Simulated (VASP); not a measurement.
Write the native input for VASP 6.6.1 that does the following.

```yaml
Task: single point
Functional: LDA
Potentials_or_basis: VASP PAW LDA potentials, release 64 (Ta_pv, Si)
Cutoff: 520 eV
k_mesh: 9 × 9 × 6
Occupations: fermi-dirac, width 0.15 eV
Spin: no spin polarisation
Dipole_correction: no
Further_INCAR_settings: ALGO = Normal; EDIFF = 1e-06; NBANDS = 38
```

The structure of TaSi2 lies in POSCAR:

```
TaSi2
1.0
    4.7308678115      0.0000000029      0.0000000000
   -2.3654339083      4.0970517053      0.0000000000
    0.0000000000      0.0000000000      6.5265533531
Ta Si
3 6
Direct
    0.0000000000      0.5000000000      0.1666666667
    0.5000000000      0.5000000000      0.8333333333
    0.5000000000      0.0000000000      0.5000000000
    0.8401619162      0.6803238324      0.5000000000
    0.1598380838      0.8401619162      0.8333333333
    0.6803238324      0.8401619162      0.1666666667
    0.1598380838      0.3196761676      0.5000000000
    0.8401619162      0.1598380838      0.8333333333
    0.3196761676      0.1598380838      0.1666666667
```

These files were run (other wordings do the same):

INCAR

```
  PREC = Accurate
  ENCUT = 520
  EDIFF = 1E-6
  ISMEAR = -1
  SIGMA = 0.15
  LREAL = F
  LASPH = T
  NELM = 100
  ALGO = Normal
  ISIF = 2
  LWAVE = F
  LCHARG = F
  GGA = CA
  NBANDS = 38
```

KPOINTS

```
regular mesh
0
Gamma
  9 9 6
```

Potentials or basis: VASP PAW LDA potentials, release 64 (Ta_pv, Si).

Launch:

```console
$ cat potpaw_LDA.64/Ta_pv/POTCAR potpaw_LDA.64/Si/POTCAR > POTCAR
$ mpirun -np 1 vasp_std > vasp.out
```

Results of the run:

* Pressure: 0.6 GPa
* Largest force: 0.007 eV/Å
* Band gap on the k mesh: zero (an odd number of electrons rules out a gap without spin polarisation)

Caveat: spin-orbit coupling is left out, which moves the levels of the heavy elements.

It took 100 s on 1 thread of Intel(R) Xeon(R) Platinum 8559C (Emerald Rapids), with other jobs on the host, peak memory 0.31 GiB.
